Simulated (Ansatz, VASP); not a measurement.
# Two plane-wave programs on W

```
W
1.0
    -1.67717    1.67717    1.63723
     1.67717   -1.67717    1.63723
     1.67717    1.67717   -1.63723
W
1
Cartesian
  0.0000 0.0000 0.0000
```

Change from the starting cell: strain +0.050 along x and y, +0.025 along z, atoms carried along.

Alike in both runs: task single point; functional PBE; k mesh 20 × 20 × 20; occupations gaussian, width 0.15 eV; no spin polarisation.

```csv
,VASP,Ansatz
version,VASP 6.6.1,Ansatz 0.2.0
potentials or method,"VASP PAW PBE potentials, release 64 (W_sv), cutoff 520 eV","scalar-relativistic, plane waves, PAW"
valence electrons in the cell,14,14
```

VASP gave:

* gap on the k mesh at the Fermi level (eV): none
* pressure (GPa): -30.0
* traceless stress, the component that is largest in VASP (GPa): 3.83

Task: What did Ansatz give for the same quantities?

Result: gap on the k mesh at the Fermi level (eV): none; pressure (GPa): -30.3; traceless stress, the component that is largest in VASP (GPa): 3.83.

A gap of «none» marks a metal or a gap that the smearing closes. Both programs put the cell under strong tension, so it lies far from rest at this level.

Neither program's run includes spin-orbit coupling. Noted on VASP's run: the cell as given lies far from equilibrium.
